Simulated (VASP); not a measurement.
# Au in VASP: single point with PBE

Aim: the single point of Au with PBE.

All numbers are computed with VASP 6.6.1; they aren't measurements. Logs are shortened: lines on timing, memory, paths and dates and some standing lists are left out, and cuts for length are marked.

### 1 The cell of the first run

The cell holds a slab with vacuum, 6 atoms: a = 2.823 Å, b = 2.920 Å, c = 27.233 Å, α = 90.00°, β = 90.00°, γ = 118.91°.

### 2 Single point, PBE

INCAR

```
  PREC = Accurate
  ENCUT = 520
  EDIFF = 1E-6
  ISMEAR = -1
  SIGMA = 0.05
  LREAL = F
  LASPH = T
  NELM = 60
  ALGO = Normal
  ISIF = 2
  LWAVE = F
  LCHARG = T
  LDIPOL = T
  IDIPOL = 3
  DIPOL = 0.5 0.5 0.500
  GGA = PE
  LELF = T
  LVHAR = T
  LVACPOTAV = T
  NBANDS = 42
```

KPOINTS

```
Automatic mesh
0
Gamma
  11 11 1
```

POSCAR

```
Au
1.0
    2.8226199300      0.0000000000      0.0000000000
   -1.4113099650      2.5559330250      0.0000000000
    0.0000000000      0.0000000000     27.2329240250
Au
6
Direct
    0.3346720300      0.6693440600      0.2754019360
    0.6653279700      0.3306559400      0.3652411616
    0.3346720300      0.6693440600      0.4550803872
    0.6653279700      0.3306559400      0.5449196128
    0.3346720300      0.6693440600      0.6347588384
    0.6653279700      0.3306559400      0.7245980640
```

Potentials or basis: VASP PAW PBE potentials, release 64 (Au).

Started as:

```console
cat potpaw_PBE.64/Au/POTCAR > POTCAR
mpirun -np 1 vasp_std > vasp.out
```

OUTCAR:

```text
PREC = Accurate
   ENCUT = 520
   EDIFF = 1E-6
   ISMEAR = -1
   LREAL = F
   LASPH = T
   NELM = 60
   ISIF = 2
   GGA = PE

 ion  position               nearest neighbor table
   1  0.335  0.669  0.275-   2 2.95   2 2.95   2 2.97
   2  0.665  0.331  0.365-   1 2.95   1 2.95   3 2.95   3 2.95   1 2.97   3 2.97
   3  0.335  0.669  0.455-   2 2.95   4 2.95   2 2.95   4 2.95   2 2.97   4 2.97
   4  0.665  0.331  0.545-   3 2.95   5 2.95   3 2.95   5 2.95   3 2.97   5 2.97
   5  0.335  0.669  0.635-   6 2.95   6 2.95   4 2.95   4 2.95   6 2.97   4 2.97
   6  0.665  0.331  0.725-   5 2.95   5 2.95   5 2.97

  LATTYP: Found a base centered orthorhombic cell.
 ALAT       =     2.8226199300
 B/A-ratio  =     1.8110359088
 C/A-ratio  =     9.6481016575

  Lattice vectors:

 A1 = (   1.4113099650,  -2.5559330250,   0.0000000000)
 A2 = (   1.4113099650,   2.5559330250,   0.0000000000)
 A3 = (   0.0000000000,   0.0000000000,  27.2329240250)

Analysis of symmetry for initial positions (statically):
=====================================================================
 Subroutine PRICEL returns:
 Original cell was already a primitive cell.

 Routine SETGRP: Setting up the symmetry group for a
 base centered orthorhombic supercell.

 Subroutine GETGRP returns: Found  4 space group operations
 (whereof  4 operations were pure point group operations)
 out of a pool of  8 trial point group operations.

The static configuration has the point symmetry C_2h.

Analysis of symmetry for dynamics (positions and initial velocities):
=====================================================================
 Subroutine PRICEL returns:
 Original cell was already a primitive cell.

 Routine SETGRP: Setting up the symmetry group for a
 base centered orthorhombic supercell.

 Subroutine GETGRP returns: Found  4 space group operations
 (whereof  4 operations were pure point group operations)
 out of a pool of  8 trial point group operations.

The dynamic configuration has the point symmetry C_2h.

 Subroutine INISYM returns: Found  4 space group operations
 (whereof  4 operations are pure point group operations),
 and found     1 'primitive' translations

----------------------------------------------------------------------------------------

                                     Primitive cell

  volume of cell :     196.4700

  direct lattice vectors                    reciprocal lattice vectors
     2.822619930  0.000000000  0.000000000     0.354280783  0.195623279  0.000000000
    -1.411309965  2.555933025  0.000000000     0.000000000  0.391246559  0.000000000
     0.000000000  0.000000000 27.232924025     0.000000000  0.000000000  0.036720258

  length of vectors
     2.822619930  2.919689957 27.232924025     0.404701545  0.391246559  0.036720258

  position of ions in fractional coordinates (direct lattice)
     0.334672030  0.669344060  0.275401936
     0.665327970  0.330655940  0.365241162
     0.334672030  0.669344060  0.455080387
     0.665327970  0.330655940  0.544919613
     0.334672030  0.669344060  0.634758838
     0.665327970  0.330655940  0.724598064

  ion indices of the primitive-cell ions
   primitive index   ion index
                 1           1
                 2           2
                 3           3
                 4           4
                 5           5
                 6           6

----------------------------------------------------------------------------------------

 KPOINTS: Automatic mesh

Automatic generation of k-mesh.
 Grid dimensions read from file:
 generate k-points for:   11   11    1

 Generating k-lattice:

  Cartesian coordinates                     Fractional coordinates (reciprocal lattice)
     0.032207344  0.017783934  0.000000000     0.090909091  0.000000000  0.000000000
     0.000000000  0.035567869  0.000000000     0.000000000  0.090909091  0.000000000
     0.000000000  0.000000000  0.036720258     0.000000000  0.000000000  1.000000000

  Length of vectors
     0.036791050  0.035567869  0.036720258

  Shift w.r.t. Gamma in fractional coordinates (k-lattice)
     0.000000000  0.000000000  0.000000000

 Subroutine IBZKPT returns following result:
 ===========================================

 Found     36 irreducible k-points:

 Following reciprocal coordinates:
            Coordinates               Weight
  0.000000  0.000000  0.000000      1.000000
  0.090909  0.000000  0.000000      4.000000
  0.181818 -0.000000  0.000000      4.000000
  0.272727  0.000000  0.000000      4.000000
  0.363636  0.000000  0.000000      4.000000
  0.454545  0.000000  0.000000      4.000000
[... 16 lines left out ...]
 -0.454545  0.181818  0.000000      4.000000
 -0.363636  0.181818  0.000000      2.000000
 [... further k-points ...]
   k-points           NKPTS =     36   k-points in BZ     NKDIM =     36   number of bands    NBANDS=     42
   number of dos      NEDOS =    301   number of ions     NIONS =      6
   total plane-waves  NPLWV = 120960
   dimension x,y,z NGX =    24 NGY =   24 NGZ =  210
   dimension x,y,z NGXF=    48 NGYF=   48 NGZF=  420
   ions per type =               6
   NGX,Y,Z   is equivalent  to a cutoff of  14.14, 13.67, 12.82 a.u.
   NGXF,Y,Z  is equivalent  to a cutoff of  28.27, 27.33, 25.64 a.u.
 SYSTEM =  unknown system
   PREC   = accura    normal or accurate (medium, high low for compatibility)
   ISTART =      0    job   : 0-new  1-cont  2-samecut
   ICHARG =      2    charge: 1-file 2-atom 10-const
   ISPIN  =      1    spin polarized calculation?
   LNONCOLLINEAR =      F non collinear calculations
   LSORBIT =      F    spin-orbit coupling
   LASPH  =      T    aspherical Exc in radial PAW
   ENCUT  =  520.0 eV  38.22 Ry    6.18 a.u.   5.25  5.43 50.64*2*pi/ulx,y,z
   NELM   =     60;   NELMIN=  2; NELMDL= -5     # of ELM steps
   EDIFF  = 0.1E-05   stopping-criterion for ELM
   LREAL  =      F    real-space projection
   EDIFFG = 0.1E-04   stopping-criterion for IOM
   NSW    =      0    number of steps for IOM
   IBRION =     -1    ionic relax: 0-MD 1-quasi-New 2-CG
   NFREE  =      0    steps in history (QN), initial steepest desc. (CG)
   ISIF   =      2    stress and relaxation
   ISYM   =      2    0-nonsym 1-usesym 2-fastsym
   POTIM  = 0.5000    time-step for ionic-motion
   TEBEG  =    0.0;   TEEND  =   0.0 temperature during run
   PSTRESS=    0.0 pullay stress
   NELECT =      66.0000    total number of electrons
   NUPDOWN=      -1.0000    fix difference up-down
   EMIN   =  10.00;   EMAX   =-10.00  energy-range for DOS
   EFERMI =   0.00;   METHOD = LEGACY
   ISMEAR =    -1;   SIGMA  =   0.05  broadening in eV -4-tet -1-fermi 0-gaus
   EFERMI_NEDOS =   21; number of points for ismear=-14 and -15
   IALGO  =     38    algorithm
   IMIX   =      4    mixing-type and parameters
     AMIX     =   0.40;   BMIX     =  1.00
     AMIX_MAG =   1.60;   BMIX_MAG =  1.00
  volume/ion in A,a.u.               =      32.74       220.97
  Fermi-wavevector in a.u.,A,eV,Ry     =   1.138040  2.150583 17.621374  1.295134
  Thomas-Fermi vector in A             =   2.274744
   LORBIT       =      0    0 simple, 1 ext, 2 COOP (PROOUT), +10 PAW based schemes
   GGA     = PE    functional components
   LHFCALC =     F    Hartree Fock is set to
   AEXX    =    0.0000 exact exchange contribution
   IVDW    =     0    specifies the selected vdW correction
   LEPSILON=     F    determine dielectric tensor
   LRPA    =     F    only Hartree local field effects (RPA)
 non-spin polarized calculation
  energy-cutoff  :      520.00
  volume of cell :      196.47
 maximum number of plane-waves:      5352
 NGX is ok and might be reduce to    24
   NGX = 11   NGY = 11   NGZ =101

 dipolmoment           0.000000      0.000000      0.000000 electrons x Angstroem

 number of electron      66.0000000 magnetization

 dipolmoment           0.000000      0.000000     -0.000000 electrons x Angstroem

 Free energy of the ion-electron system (eV)
  ---------------------------------------------------
  ext. energy  EPLUGINS =         0.00000000
  ---------------------------------------------------
  free energy    TOTEN  =       -18.71571799 eV

  energy without entropy =      -18.70337519  energy(sigma->0) =      -18.70954659

 E-fermi :   2.2208     XC(G=0):  -7.3143

 val. band max:        2.1850453519   @ k =   0.2727   0.0000   0.0000
 cond. band min:       2.2529716653   @ k =   0.0000   0.0000   0.0000
 fundamental gap:      0.0679263134
 Fermi energy:         2.2208159865

 k-point     1 :       0.0000    0.0000    0.0000
  band No.  band energies     occupation
      1      -6.8888      2.00000
      2      -6.3140      2.00000
      3      -5.5648      2.00000
      4      -4.9352      2.00000
      5      -4.6093      2.00000
      6      -4.5974      2.00000
[... 34 lines left out ...]
     41       8.2719      0.00000
     42       9.7958      0.00000

 k-point     2 :       0.0909    0.0000    0.0000
  band No.  band energies     occupation
      1      -6.6270      2.00000
      2      -6.0558      2.00000
      3      -5.3069      2.00000
      4      -4.6804      2.00000
      5      -4.3741      2.00000
      6      -4.3497      2.00000
[... 34 lines left out ...]
     41       8.4495      0.00000
     42       9.9888      0.00000

 k-point     3 :       0.1818   -0.0000    0.0000
  band No.  band energies     occupation
      1      -5.8977      2.00000
      2      -5.3557      2.00000
      3      -4.6380      2.00000
      4      -4.0458      2.00000
      5      -3.7948      2.00000
      6      -3.7360      2.00000
[... 897 lines left out ...]
      4      -3.3824      2.00000
      5      -3.3252      2.00000
      6      -3.2054      2.00000
[... 34 lines left out ...]
     41       9.7660      0.00000
     42      10.2096      0.00000

 k-point    24 :      -0.3636    0.1818    0.0000
  band No.  band energies     occupation
      1      -4.3236      2.00000
      2      -4.0281      2.00000
      3      -3.6686      2.00000
      4      -3.3401      2.00000
      5      -3.1183      2.00000
      6      -3.0675      2.00000
[... 34 lines left out ...]
     41      10.3850      0.00000
     42      11.4125      0.00000

 [... further k-points ...]

------------------------ aborting loop because EDIFF is reached ----------------------------------------

  FORCE on cell =-STRESS in cart. coord.  units (eV):
  Direction    XX          YY          ZZ          XY          YZ          ZX
  --------------------------------------------------------------------------------------
  -------------------------------------------------------------------------------------
  Total        1.4186780     -1.1657716      0.8058933      0.0000000      0.0175043      0.0000000
  in kB       11.5690655     -9.5066590      6.5719159      0.0000000      0.1427441      0.0000000
  external PRESSURE =       2.8781074 kB  Pullay stress =       0.0000000 kB

 VOLUME and BASIS-vectors are now :
 -----------------------------------------------------------------------------
  energy-cutoff  :      520.00
  volume of cell :      196.47
      direct lattice vectors                 reciprocal lattice vectors
     2.822619930  0.000000000  0.000000000     0.354280783  0.195623279  0.000000000
    -1.411309965  2.555933025  0.000000000     0.000000000  0.391246559  0.000000000
     0.000000000  0.000000000 27.232924025     0.000000000  0.000000000  0.036720258

 POSITION                                       TOTAL-FORCE (eV/Angst)
 -----------------------------------------------------------------------------------
      0.00000      1.71080      7.50000         0.000000      0.013968     -0.129341
      1.41131      0.84513      9.94658         0.000000     -0.035782      0.100607
      0.00000      1.71080     12.39317         0.000000      0.030449     -0.015861
      1.41131      0.84513     14.83975        -0.000000     -0.030449      0.015861
      0.00000      1.71080     17.28634        -0.000000      0.035782     -0.100607
      1.41131      0.84513     19.73292        -0.000000     -0.013968      0.129341
 -----------------------------------------------------------------------------------
    total drift:                               -0.000000     -0.000000     -0.000000

  FREE ENERGIE OF THE ION-ELECTRON SYSTEM (eV)
  ---------------------------------------------------
  free  energy   TOTEN  =       -18.7157179874 eV

  energy  without entropy=      -18.7033751945  energy(sigma->0) =      -18.70954659

 vacuum level on the upper side and lower side of the slab         7.540         7.540
```

Wall time 4.4 min (1 thread of Intel Xeon Platinum 8488C (Sapphire Rapids), shared host); peak memory 0.44 GiB.

Results:

- Free energy: -18.7157 eV
- Largest force: 0.130 eV/Å
- Band gap on the k mesh: zero (band 33 reaches 5.17 eV, above the bottom of band 34 at 0.30 eV)

Forces on the atoms (eV/Å):
```
Au   0.000  0.014 -0.129
Au   0.000 -0.036  0.101
Au   0.000  0.030 -0.016
Au   0.000 -0.030  0.016
Au   0.000  0.036 -0.101
Au   0.000 -0.014  0.129
```

Caveat: spin-orbit coupling is left out, which moves the levels of the heavy elements.
